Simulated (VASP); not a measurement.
Runs of VASP 6.6.1 on MnS. The structure is trigonal, space group R-3m (No. 166). Conventional cell: a = 3.660 Å, b = 3.660 Å, c = 8.913 Å, α = 90.00°, β = 90.00°, γ = 120.00°. Within 3.4 Å of Mn (site symmetry -3m) lie 6 S at 2.58 Å. S (site symmetry -3m) has 6 Mn at 2.58 Å within 3.4 Å. 

| level | potentials or basis | U | k mesh | cutoff (eV) | smearing | k mesh for the DOS | occupations for the DOS | gap on the mesh (eV) | pressure (GPa) | moment (μB) |
| --- | --- | --- | --- | --- | --- | --- | --- | --- | --- | --- |
| PBE | VASP PAW PBE potentials, release 64 (Mn_pv, S) | - | 12 × 12 × 12 | 500 | gaussian 0.05 eV | - | - | none | -2.3 | 4.60 |
| LDA+U | VASP PAW LDA potentials, release 64 (Mn_pv, S) | Mn d U = 1.0 eV | 9 × 9 × 9 | 520 | fermi-dirac 0.05 eV | - | - | none | (b) | 4.71 |
| LDA+U | VASP PAW LDA potentials, release 64 (Mn_pv, S) | Mn d U = 3.0 eV | 9 × 9 × 9 | 520 | fermi-dirac 0.05 eV | 14 × 14 × 14 | tetrahedron | - | - | (a) |
| LDA+U | VASP PAW LDA potentials, release 64 (Mn_pv, S) | Mn d U = 2.0 eV | 9 × 9 × 9 | 520 | fermi-dirac 0.05 eV | - | - | none | -4.5 | 4.86 |
| PBE | VASP PAW PBE potentials, release 64 (Mn_pv, S) | - | 15 × 15 × 15 | 500 | gaussian 0.05 eV | - | - | none | -2.2 | 4.61 |
| LDA+U | VASP PAW LDA potentials, release 64 (Mn_pv, S) | Mn d U = 5.0 eV | 9 × 9 × 9 | 520 | fermi-dirac 0.05 eV | - | - | 0.49 | 0.1 | 5.00 |
| LDA | VASP PAW LDA potentials, release 64 (Mn_pv, S) | - | 9 × 9 × 9 | 520 | fermi-dirac 0.05 eV | 14 × 14 × 14 | tetrahedron | - | - | 4.41 |

Alike in all rows: task single point; spin collinear, ferromagnetic start; cell as given.

Question: Estimate the missing entries.

Answer: (a) 4.96; (b) -7.5.

Caveats: a cell with one magnetic atom can't hold antiferromagnetic order, which such compounds often take; semilocal functionals often make such compounds metallic where correlation or magnetic order opens a gap, which also shifts bond lengths (at least some runs); the cell stands under tension (at least some runs).

A k mesh can miss the band edges.

A gap of «none» marks levels without a gap at the run's occupations.
